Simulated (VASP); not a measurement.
**NaH: single point with PBE**

Crystal: NaH.

```
CELL_PARAMETERS angstrom
3.97165 0.00000 0.00000
-1.98583 3.43955 0.00000
0.00000 0.00000 4.87402
ATOMIC_POSITIONS crystal
Na 0.33333 0.66667 0.93749
Na 0.66667 0.33333 0.43749
H 0.33333 0.66667 0.43751
H 0.66667 0.33333 0.93751
```

```yaml
Program: VASP 6.6.1
Task: single point
Functional: PBE
Potentials_or_basis: VASP PAW PBE potentials, release 64 (Na_pv, H)
Cutoff: 520 eV
k_mesh: 12 × 12 × 6
Occupations: fermi-dirac, width 0.02 eV
Spin: no spin polarisation
```

```
Pressure               : 0.0 GPa
Band gap on the k mesh : 3.34 eV, indirect (least direct gap 4.11 eV)
```

Levels at points of the mesh, in eV from the valence-band top:
```
           k point  band 6  band 7  band 8  band 9  band 10  band 11
(0.00, 0.00, 0.00)  -22.24   -3.28   -0.02    4.85     7.91    10.24
(0.50, 0.00, 0.00)  -22.25   -1.48   -0.59    3.87     7.46     7.51
(0.00, 0.00, 0.50)  -22.27   -1.99   -1.99    6.86     6.86    11.01
(0.50, 0.00, 0.50)  -22.25   -0.81   -0.81    3.94     3.94     8.44
```

Wall time 56 s on 1 thread of Intel(R) Xeon(R) Platinum 8488C (Sapphire Rapids) (shared host), peak memory 0.21 GiB.

A k mesh can miss the band edges. As with any semilocal functional, this PBE gap is likely too small.
